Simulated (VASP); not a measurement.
Wanted: the native input for a VASP 6.6.1 run.

```yaml
Task: single point
Functional: PBE
Potentials_or_basis: VASP PAW PBE potentials, release 64 (C, Sn_d)
Cutoff: 520 eV
k_mesh: 6 × 6 × 4
Occupations: gaussian, width 0.01 eV
Spin: no spin polarisation
Dipole_correction: no
Further_INCAR_settings: ALGO = Normal; EDIFF = 1e-06; NBANDS = 21
```

The structure of SnC3 lies in POSCAR:

```
SnC3
1.0
    2.9788882413      0.0000000000      0.0000000000
    0.0000000000      2.9788882413      0.0000000000
    0.0000000000      0.0000000000      4.6435166726
C Sn
3 1
Direct
    0.5000000000      0.0000000000      0.8203632751
    0.5000000000      0.5000000000      0.0000000000
    0.0000000000      0.5000000000      0.1796367249
    0.0000000000      0.0000000000      0.5000000000
```

One way to write it, as run:

INCAR

```
SYSTEM = SnC3
PREC = Accurate ; ENCUT = 520
EDIFF = 1E-6 ; ISMEAR = 0
SIGMA = 0.01 ; LREAL = .FALSE.
LASPH = .TRUE. ; NELM = 60
ALGO = Normal ; ISIF = 2
LWAVE = .FALSE. ; LCHARG = .FALSE.
GGA = PE ; NBANDS = 21
```

KPOINTS

```
Automatic mesh
0
G
  6 6 4
  0 0 0
```

Potentials or basis: VASP PAW PBE potentials, release 64 (C, Sn_d).

Launch:

```sh
$ cat potpaw_PBE.64/C/POTCAR potpaw_PBE.64/Sn_d/POTCAR > POTCAR
$ mpirun -np 1 vasp_std > vasp.out
```

Results of the run:

```
Pressure               : 2.6 GPa
Largest force          : 0.325 eV/Å
Band gap on the k mesh : 0.33 eV, indirect (least direct gap 0.61 eV)
```

Caveat: spin-orbit coupling is left out, which moves the levels of the heavy elements.

Wall time 15 s on 1 thread of Intel Xeon 6975P-C, on a shared host, peak memory 0.16 GiB.
